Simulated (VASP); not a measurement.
# Ti5Si (R32) in VASP: further runs

Ti5Si is run at these levels: PBE; tasks: single point.

Everything below comes from runs of VASP 6.6.1. Logs are shortened: lines on timing, memory, paths and dates and some standing lists are left out, and cuts for length are marked.

## Step 1: The cell of the first run

Symmetry: R32, No. 155, trigonal system. The conventional cell has a = 4.933 Å, b = 4.933 Å, c = 13.108 Å, α = 90.00°, β = 90.00°, γ = 120.00°. Within 3.7 Å of Ti (site symmetry 3) lie 12 Ti at 2.77 to 3.59 Å and 3 Si at 2.86 Å. Within 3.6 Å of Ti (site symmetry 2) lie 12 Ti at 2.63 to 3.59 Å and 2 Si at 2.66 Å. Si (site symmetry 32) has 12 Ti at 2.66 to 2.86 Å within 3.5 Å.

## Step 2: Single point, PBE (15.35 Å³/atom)

INCAR reads:

```
ALGO = Fast ; EDIFF = 1E-6
ENCUT = 520 ; GGA = PE
ISIF = 2 ; ISMEAR = 0
LASPH = T ; LCHARG = F
LREAL = F ; LWAVE = F
NBANDS = 41 ; NELM = 80
PREC = Accurate ; SIGMA = 0.1
```

KPOINTS reads:

```
k-points
0
Gamma
  12 12 12
```

POSCAR reads:

```
Ti5Si
1.0
    2.4666138521      1.4241001715      4.3692931109
   -2.4666138521      1.4241001715      4.3692931109
    0.0000000000     -2.8482003430      4.3692931109
Ti Si
5 1
Direct
    0.1511789246      0.1511789246      0.1511789246
    0.6064603339      0.3935396661      0.0000000000
    0.0000000000      0.6064603339      0.3935396661
    0.8488210754      0.8488210754      0.8488210754
    0.3935396661      0.0000000000      0.6064603339
    0.5000000000      0.5000000000      0.5000000000
```

Potentials or basis: VASP PAW PBE potentials, release 64 (Ti_sv, Si).

The run is started by

```console
> cat potpaw_PBE.64/Ti_sv/POTCAR potpaw_PBE.64/Si/POTCAR > POTCAR
> mpirun -np 1 vasp_std > vasp.out
```

OUTCAR:

```text
EDIFF = 1E-6
   ENCUT = 520
   GGA = PE
   ISIF = 2
   ISMEAR = 0
   LASPH = T
   LREAL = F
   NELM = 80
   PREC = Accurate

 ion  position               nearest neighbor table
   1  0.151  0.151  0.151-   2 2.77   3 2.77   5 2.77   3 2.83   5 2.83   2 2.83   6 2.86   6 2.86
                             6 2.86   4 2.88   4 2.88   4 2.88
   2  0.606  0.394  0.000-   5 2.63   3 2.63   3 2.63   5 2.63   6 2.66   6 2.66   4 2.77   1 2.77
                             4 2.83   1 2.83
   3  0.000  0.606  0.394-   5 2.63   5 2.63   2 2.63   2 2.63   6 2.66   6 2.66   4 2.77   1 2.77
                             1 2.83   4 2.83
   4  0.849  0.849  0.849-   2 2.77   5 2.77   3 2.77   5 2.83   3 2.83   2 2.83   6 2.86   6 2.86
                             6 2.86   1 2.88   1 2.88   1 2.88
   5  0.394  0.000  0.606-   3 2.63   3 2.63   2 2.63   2 2.63   6 2.66   6 2.66   1 2.77   4 2.77
                             4 2.83   1 2.83
   6  0.500  0.500  0.500-   5 2.66   3 2.66   5 2.66   3 2.66   2 2.66   2 2.66   4 2.86   1 2.86
                             1 2.86   4 2.86   1 2.86   4 2.86

  LATTYP: Found a trigonal (rhomboedric) cell.
 ALAT       =     5.2156464108
 COS(alpha) =     0.5526823388

  Lattice vectors:

 A1 = (   2.4666138521,   1.4241001715,   4.3692931109)
 A2 = (  -2.4666138521,   1.4241001715,   4.3692931109)
 A3 = (   0.0000000000,  -2.8482003430,   4.3692931109)

Analysis of symmetry for initial positions (statically):
=====================================================================
 Subroutine PRICEL returns:
 Original cell was already a primitive cell.

 Routine SETGRP: Setting up the symmetry group for a
 trigonal (rhombohedral) supercell.

 Subroutine GETGRP returns: Found  6 space group operations
 (whereof  6 operations were pure point group operations)
 out of a pool of 12 trial point group operations.

The static configuration has the point symmetry D_3 .

Analysis of symmetry for dynamics (positions and initial velocities):
=====================================================================
 Subroutine PRICEL returns:
 Original cell was already a primitive cell.

 Routine SETGRP: Setting up the symmetry group for a
 trigonal (rhombohedral) supercell.

 Subroutine GETGRP returns: Found  6 space group operations
 (whereof  6 operations were pure point group operations)
 out of a pool of 12 trial point group operations.

The dynamic configuration has the point symmetry D_3 .

 Subroutine INISYM returns: Found  6 space group operations
 (whereof  6 operations are pure point group operations),
[... 102 lines left out ...]
   ENCUT  =  520.0 eV  38.22 Ry    6.18 a.u.   9.70  9.70  9.70*2*pi/ulx,y,z
   NELM   =     80;   NELMIN=  2; NELMDL= -5     # of ELM steps
   EDIFF  = 0.1E-05   stopping-criterion for ELM
   LREAL  =      F    real-space projection
   EDIFFG = 0.1E-04   stopping-criterion for IOM
   NSW    =      0    number of steps for IOM
   IBRION =     -1    ionic relax: 0-MD 1-quasi-New 2-CG
   NFREE  =      0    steps in history (QN), initial steepest desc. (CG)
   ISIF   =      2    stress and relaxation
   ISYM   =      2    0-nonsym 1-usesym 2-fastsym
   POTIM  = 0.5000    time-step for ionic-motion
   TEBEG  =    0.0;   TEEND  =   0.0 temperature during run
   PSTRESS=    0.0 pullay stress
   NELECT =      64.0000    total number of electrons
   NUPDOWN=      -1.0000    fix difference up-down
   EMIN   =  10.00;   EMAX   =-10.00  energy-range for DOS
   EFERMI =   0.00;   METHOD = LEGACY
   ISMEAR =     0;   SIGMA  =   0.10  broadening in eV -4-tet -1-fermi 0-gaus
   EFERMI_NEDOS =   21; number of points for ismear=-14 and -15
   IALGO  =     68    algorithm
   IMIX   =      4    mixing-type and parameters
     AMIX     =   0.40;   BMIX     =  1.00
     AMIX_MAG =   1.60;   BMIX_MAG =  1.00
  volume/ion in A,a.u.               =      15.35       103.57
  Fermi-wavevector in a.u.,A,eV,Ry     =   1.450107  2.740305 28.610479  2.102811
  Thomas-Fermi vector in A             =   2.567757
   LORBIT       =      0    0 simple, 1 ext, 2 COOP (PROOUT), +10 PAW based schemes
   GGA     = PE    functional components
   LHFCALC =     F    Hartree Fock is set to
   AEXX    =    0.0000 exact exchange contribution
   IVDW    =     0    specifies the selected vdW correction
   LEPSILON=     F    determine dielectric tensor
   LRPA    =     F    only Hartree local field effects (RPA)
 non-spin polarized calculation
 RMM-DIIS sequential band-by-band and
 Gauss-broadening in eV      SIGMA  =   0.10
  energy-cutoff  :      520.00
  volume of cell :       92.09
 maximum number of plane-waves:      2497
   NGX = 19   NGY = 19   NGZ = 19

 number of electron      64.0000002 magnetization

 Free energy of the ion-electron system (eV)
  ---------------------------------------------------
  ext. energy  EPLUGINS =         0.00000000
  ---------------------------------------------------
  free energy    TOTEN  =       -46.23661035 eV

  energy without entropy =      -46.21187590  energy(sigma->0) =      -46.22424313

 E-fermi :   9.4627     XC(G=0): -11.8902

 val. band max:        9.4554658550   @ k =  -0.3333   0.3333   0.1667
 cond. band min:       9.4640864080   @ k =   0.5000   0.5000   0.0833
 fundamental gap:      0.0086205531
 Fermi energy:         9.4626776254

 k-point     1 :       0.0000    0.0000    0.0000
  band No.  band energies     occupation
      1     -47.1820      2.00000
      2     -47.0775      2.00000
      3     -46.9705      2.00000
      4     -46.8112      2.00000
      5     -46.8112      2.00000
      6     -23.7604      2.00000
[... 1045 lines left out ...]
     40      11.3725      0.00000
     41      11.5637      0.00000

 [... further k-points ...]
[... 5 lines left out ...]
  --------------------------------------------------------------------------------------
  -------------------------------------------------------------------------------------
  Total        4.6254174      4.6254174      4.6496273      0.0000000      0.0000000      0.0000000
  in kB       80.4743310     80.4743310     80.8955420      0.0000000      0.0000000      0.0000000
  external PRESSURE =      80.6147347 kB  Pullay stress =       0.0000000 kB

 VOLUME and BASIS-vectors are now :
 -----------------------------------------------------------------------------
  energy-cutoff  :      520.00
  volume of cell :       92.09
      direct lattice vectors                 reciprocal lattice vectors
     2.466613852  1.424100171  4.369293111     0.202707043  0.117032966  0.076289991
    -2.466613852  1.424100171  4.369293111    -0.202707043  0.117032966  0.076289991
     0.000000000 -2.848200343  4.369293111     0.000000000 -0.234065932  0.076289991

 POSITION                                       TOTAL-FORCE (eV/Angst)
 -----------------------------------------------------------------------------------
      0.00000      0.00000      1.98164         0.000000     -0.000000      0.008253
      0.52519      1.42410      4.36929        -0.003579      0.000000      0.000000
     -1.49590     -0.25722      4.36929         0.001789     -0.003099      0.000000
      0.00000      0.00000     11.12624         0.000000      0.000000     -0.008253
      0.97071     -1.16688      4.36929         0.001789      0.003099      0.000000
      0.00000      0.00000      6.55394         0.000000     -0.000000      0.000000
 -----------------------------------------------------------------------------------
    total drift:                               -0.000000     -0.000000      0.000000

  FREE ENERGIE OF THE ION-ELECTRON SYSTEM (eV)
  ---------------------------------------------------
  free  energy   TOTEN  =       -46.2366103475 eV

  energy  without entropy=      -46.2118759048  energy(sigma->0) =      -46.22424313
```

OSZICAR:

```text
N       E                     dE             d eps       ncg     rms          rms(c)
DAV:   1     0.864091426803E+03    0.86409E+03   -0.31856E+04 15562   0.194E+03
DAV:   2     0.643452701657E+02   -0.79975E+03   -0.78025E+03 15498   0.591E+02
DAV:   3    -0.374926796338E+02   -0.10184E+03   -0.97380E+02 24415   0.182E+02
[... 30 lines left out ...]
RMM:  34    -0.462366050665E+02   -0.14823E-05   -0.24352E-05 24538   0.210E-02    0.789E-03
RMM:  35    -0.462366066215E+02   -0.15550E-05   -0.17650E-05 22295   0.178E-02    0.820E-03
RMM:  36    -0.462366084433E+02   -0.18217E-05   -0.14231E-05 23212   0.170E-02    0.979E-03
RMM:  37    -0.462366095975E+02   -0.11542E-05   -0.11328E-05 21433   0.150E-02    0.103E-02
RMM:  38    -0.462366103475E+02   -0.75007E-06   -0.86581E-06 20544   0.135E-02
   1 F= -.46236610E+02 E0= -.46224243E+02  d E =-.247344E-01
```

stdout:

```text
POSCAR found type information on POSCAR TiSi
 POSCAR found :  2 types and       6 ions
 scaLAPACK will be used
 LDA part: xc-table for (Slater+PW92), standard interpolation
 POSCAR, INCAR and KPOINTS ok, starting setup
 FFT: planning ... GRIDC
 FFT: planning ... GRID_SOFT
 FFT: planning ... GRID
 WAVECAR not read
 entering main loop
WARNING in EDDRMM: call to ZHEGV failed, returncode =   8  4     10
WARNING in EDDRMM: call to ZHEGV failed, returncode =   8  4     20
WARNING in EDDRMM: call to ZHEGV failed, returncode =   8  4     13
WARNING in EDDRMM: call to ZHEGV failed, returncode =   6  3     28
WARNING in EDDRMM: call to ZHEGV failed, returncode =   6  3     13
WARNING in EDDRMM: call to ZHEGV failed, returncode =   8  4     11
WARNING in EDDRMM: call to ZHEGV failed, returncode =   8  4     10
WARNING in EDDRMM: call to ZHEGV failed, returncode =   6  3     12
WARNING in EDDRMM: call to ZHEGV failed, returncode =   6  3     21
WARNING in EDDRMM: call to ZHEGV failed, returncode =   8  4     18
[... 7 lines left out ...]
WARNING in EDDRMM: call to ZHEGV failed, returncode =   8  4     17
WARNING in EDDRMM: call to ZHEGV failed, returncode =   8  4     33
WARNING in EDDRMM: call to ZHEGV failed, returncode =   6  3     23
WARNING in EDDRMM: call to ZHEGV failed, returncode =   8  4     11
WARNING in EDDRMM: call to ZHEGV failed, returncode =   6  3     24
WARNING in EDDRMM: call to ZHEGV failed, returncode =   8  4     21
WARNING in EDDRMM: call to ZHEGV failed, returncode =   6  3      9
WARNING in EDDRMM: call to ZHEGV failed, returncode =   8  4     19
WARNING in EDDRMM: call to ZHEGV failed, returncode =   8  4     19
WARNING in EDDRMM: call to ZHEGV failed, returncode =   6  3     17
```

It took 34 min on 1 thread of Intel Xeon Platinum 8488C (Sapphire Rapids), shared host; peak memory 0.63 GiB.

What came out:

```
Free energy            : -46.2366 eV
Pressure               : 8.1 GPa
Largest force          : 0.008 eV/Å
Band gap on the k mesh : zero (bands 32 and 33 overlap by 0.61 eV)
```

Forces on the atoms (eV/Å):
```
Ti   0.000  0.000  0.008
Ti  -0.004  0.000  0.000
Ti   0.002 -0.003  0.000
Ti   0.000  0.000 -0.008
Ti   0.002  0.003  0.000
Si   0.000  0.000  0.000
```

Caveat: the cell stands under pressure.

## Step 3: Single point, PBE

This run uses another cell than the first one, of 16.76 Å³/atom.

INCAR reads:

```
PREC = Accurate
ENCUT = 520
EDIFF = 1E-6
ISMEAR = 0
SIGMA = 0.1
LREAL = False
LASPH = True
NELM = 80
ALGO = Fast
ISIF = 2
LWAVE = False
LCHARG = False
GGA = PE
NBANDS = 41
```

KPOINTS reads:

```
regular mesh
0
Gamma
  12 12 12
```

POSCAR reads:

```
Ti5Si
1.0
    2.5489783152      1.4716533164      4.4669606929
   -2.5489783152      1.4716533164      4.4669606929
    0.0000000000     -2.9433066329      4.4669606929
Ti Si
5 1
Direct
    0.1513704212      0.1513704212      0.1513704212
    0.6035615475      0.3964384525      0.0000000000
    0.0000000000      0.6035615475      0.3964384525
    0.8486295788      0.8486295788      0.8486295788
    0.3964384525      0.0000000000      0.6035615475
    0.5000000000      0.5000000000      0.5000000000
```

Potentials or basis: VASP PAW PBE potentials, release 64 (Ti_sv, Si).

The run is started by

```console
> cat potpaw_PBE.64/Ti_sv/POTCAR potpaw_PBE.64/Si/POTCAR > POTCAR
> mpirun -np 1 vasp_std > vasp.out
```

Run time: 44 min. Hardware: 1 thread of Intel Xeon Platinum 8488C (Sapphire Rapids), shared host; peak memory 0.67 GiB.

The run converged. Its results:

* Free energy: -46.3510 eV
* Pressure: -3.2 GPa
* Largest force: 0.003 eV/Å
* Band gap on the k mesh: zero (bands 32 and 33 overlap by 0.57 eV)

Forces on the atoms (eV/Å):
```
Ti   0.000  0.000 -0.003
Ti   0.002  0.000  0.000
Ti  -0.001  0.002  0.000
Ti   0.000  0.000  0.003
Ti  -0.001 -0.002  0.000
Si   0.000  0.000  0.000
```

Levels at points of the mesh, in eV from the Fermi level:
```csv
k point,band 28,band 29,band 30,band 31,band 32,band 33,band 34,band 35,band 36,band 37
"(0.00, 0.00, 0.00)",-1.05,-0.89,-0.89,-0.72,-0.11,-0.04,-0.04,1.02,1.02,1.37
"(0.50, 0.00, 0.00)",-1.52,-1.07,-0.72,-0.51,0.36,0.53,0.57,0.69,0.74,1.06
"(0.50, 0.50, 0.00)",-1.44,-1.26,-0.54,-0.38,-0.10,-0.06,0.65,0.68,0.97,1.35
"(0.50, 0.50, 0.50)",-1.37,-0.87,-0.58,-0.58,-0.14,0.25,0.25,0.84,1.25,1.25
```

Caveat: the cell stands under tension.

## Step 4: Single point, PBE (17.31 Å³/atom)

This run uses another cell than the first one, of 17.31 Å³/atom.

INCAR reads:

```
ALGO = Fast ; EDIFF = 1E-6
ENCUT = 520 ; GGA = PE
ISIF = 2 ; ISMEAR = 0
LASPH = T ; LCHARG = T
LELF = T ; LREAL = F
LVHAR = T ; LWAVE = F
NBANDS = 41 ; NELM = 60
PREC = Accurate ; SIGMA = 0.1
```

KPOINTS reads:

```
k-points
0
Gamma
  12 12 12
```

POSCAR reads:

```
Ti5Si
1.0
    2.5802878719      1.4897298974      4.5025153463
   -2.5802878719      1.4897298974      4.5025153463
    0.0000000000     -2.9794597949      4.5025153462
Ti Si
5 1
Direct
    0.1513883603      0.1513883603      0.1513883603
    0.6023366918      0.3976633082      0.0000000000
    0.0000000000      0.6023366918      0.3976633082
    0.8486116397      0.8486116397      0.8486116397
    0.3976633082      0.0000000000      0.6023366918
    0.5000000000      0.5000000000      0.5000000000
```

The run is started by

```console
> cat potpaw_PBE.64/Ti_sv/POTCAR potpaw_PBE.64/Si/POTCAR > POTCAR
> mpirun -np 1 vasp_std > vasp.out
```

Wall time 35 min (1 thread of Intel Xeon Platinum 8488C (Sapphire Rapids), shared host); peak memory 0.69 GiB.

Results (log left out):

```yaml
Free_energy: -46.2522 eV
Pressure: -6.5 GPa
Band_gap_on_the_k_mesh: zero (bands 32 and 33 overlap by 0.54 eV)
```

Forces in eV/Å, atoms in the order of the input:
```
Ti   0.000  0.000 -0.002
Ti   0.001  0.000  0.000
Ti   0.000  0.000  0.000
Ti   0.000  0.000  0.002
Ti   0.000  0.000  0.000
Si   0.000  0.000  0.000
```

Levels at points of the mesh, in eV from the Fermi level:
```
           k point  band 30  band 31  band 32  band 33  band 34  band 35
(0.00, 0.00, 0.00)    -0.87    -0.71    -0.12    -0.04    -0.04     0.98
(0.50, 0.00, 0.00)    -0.69    -0.49     0.35     0.51     0.56     0.67
(0.50, 0.50, 0.00)    -0.52    -0.38    -0.10    -0.05     0.65     0.66
(0.50, 0.50, 0.50)    -0.58    -0.58    -0.12     0.25     0.25     0.80
```

Caveat: the cell stands under tension.

## Step 5: Overview

```tsv
cell	gap on the mesh (eV)	pressure (GPa)
a = 5.216 Å, angles 56.4°, 6 atoms, atomic positions A	none	8.1
a = 5.349 Å, angles 56.9°, 6 atoms, atomic positions B	none	-3.2
a = 5.399 Å, angles 57.1°, 6 atoms, atomic positions B	none	-6.5
```

Alike in all rows: task single point; level PBE; potentials or basis VASP PAW PBE potentials, release 64 (Ti_sv, Si); no spin polarisation; k mesh 12 × 12 × 12; cutoff (eV) 520; smearing gaussian 0.1 eV.

Caveats: the cell stands under tension (at least some runs); the cell stands under pressure (at least some runs).

Total energies depend on the potentials used, so only differences within one code and one set of settings carry meaning.
